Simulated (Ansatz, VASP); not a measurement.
# One calculation of PbS, two programs

Contents of POSCAR:

```
PbS
1.0
    0.0000000000      3.3009772112      3.3009772112
    3.3009772112      0.0000000000      3.3009772112
    3.3009772112      3.3009772112      0.0000000000
Pb S
1 1
Direct
    0.0000000000      0.0000000000      0.0000000000
    0.2500000000      0.2500000000      0.2500000000
```

INCAR.step1

```
SYSTEM = PbS
ALGO = Normal
EDIFF = 1E-5
ENCUT = 520
GGA = PE
ISIF = 2
ISMEAR = 0
LASPH = .True.
LCHARG = .False.
LREAL = .False.
LWAVE = .True.
NBANDS = 17
NELM = 80
PREC = Accurate
SIGMA = 0.01
```

The input INCAR.step2:

```
SYSTEM = PbS
ALGO = Normal
EDIFF = 1E-6
ENCUT = 520
GGA = PE
HFSCREEN = 0.2079
ISIF = 2
ISMEAR = 0
ISTART = 1
LASPH = .True.
LCHARG = .False.
LHFCALC = .True.
LREAL = .False.
LWAVE = .False.
NBANDS = 17
NELM = 80
PREC = Accurate
PRECFOCK = Normal
SIGMA = 0.01
```

KPOINTS

```
k-points
0
Gamma
  4 4 4
  0 0 0
```

Input for Ansatz:

```yaml
crystal:
  lattice:
    - [0.0, 3.3009772112, 3.3009772112]
    - [3.3009772112, 0.0, 3.3009772112]
    - [3.3009772112, 3.3009772112, 0.0]
  atoms:
    - { symbol: Pb, position: [0.0, 0.0, 0.0] }
    - { symbol: S, position: [0.25, 0.25, 0.25] }
kpoints:
  mp_grid: { grid: [4, 4, 4] }
  band_path:
    path:
      - [0.0, 0.0, 0.0]
      - [-0.5, -0.5, 0.0]
      - [-0.375, -0.375, 0.25]
      - [-0.375, 0.0, 0.375]
      - [0.0, 0.0, 0.5]
      - [-0.5, -0.25, 0.25]
    npoints: 1
hamiltonian:
  xc: hse06
scf:
  occupations: { method: fixed }
  n_extra_bands: 4
output:
  forces: true
  stress: true
  eigenvalues: true
  write_density: true
  write_potential: true
  elf: true
  volumetric_format: npy
```

Alike in both runs: task single point; functional HSE06; k mesh 4 × 4 × 4; no spin polarisation.

|  | VASP | Ansatz |
| --- | --- | --- |
| version | VASP 6.6.1 | Ansatz 0.2.0 |
| potentials or method | VASP PAW PBE potentials, release 64 (Pb_d, S) | plane waves, PAW |
| plane-wave cutoff (eV) | 520 | 420 |
| occupations | gaussian, width 0.01 eV | fixed |
| valence electrons in the cell | 20 | 20 |

```csv
,VASP,Ansatz,Ansatz less VASP
gap on the k mesh at the Fermi level (eV),1.29,1.29,-0.001
pressure (GPa),0.0,0.1,+0.07
```

Ansatz's warnings: stress exchange threshold loose, stress scf threshold loose.

Spin-orbit coupling is off throughout.
